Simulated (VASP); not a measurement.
The system is ZnO.

```
CELL_PARAMETERS angstrom
3.23047 0.00000 0.00000
-1.61524 2.79767 0.00000
0.00000 0.00000 4.90123
ATOMIC_POSITIONS crystal
Zn 0.66667 0.33333 0.49465
Zn 0.33333 0.66667 0.99465
O 0.66667 0.33333 0.88566
O 0.33333 0.66667 0.38566
```

This cell differs from its parent crystal: strain along c alone, the other axes held: -6.0 %.

```yaml
Program: VASP 6.6.1
Task: relaxation of the atoms
Functional: PBEsol
Potentials_or_basis: VASP PAW PBE potentials, release 64 (Zn, O)
Cutoff: 520 eV
k_mesh: 12 × 12 × 6
Occupations: gaussian, width 0.02 eV
Spin: no spin polarisation
```

At the start: pressure 11.2 GPa; volume 11.07 Å³/atom.

Question: How do energy, volume and symmetry change on relaxing?

Answer: Over 3 steps the energy falls by 2.7 meV/atom at a fixed cell; space group P6_3mc (No. 186, to 0.1 Å) before and after.

The path:
| step | energy change (eV) | largest force (eV/Å) | pressure (GPa) |
| --- | --- | --- | --- |
| 1 | 0.0000 | 0.3039 | 11.21 |
| 2 | -0.0104 | 0.0600 | 11.00 |
| 3 | -0.0109 | 0.0012 | 10.94 |

Final structure:
```
CELL_PARAMETERS angstrom
3.23047 0.00000 0.00000
-1.61524 2.79767 0.00000
0.00000 0.00000 4.90123
ATOMIC_POSITIONS crystal
Zn 0.66667 0.33333 0.49080
Zn 0.33333 0.66667 0.99080
O 0.66667 0.33333 0.88951
O 0.33333 0.66667 0.38951
```

Caveat: the cell differs from its parent crystal (strain along c alone, the other axes held: -6.0 %); the PAW data sets were made with another functional, which shifts forces and pressure a little.
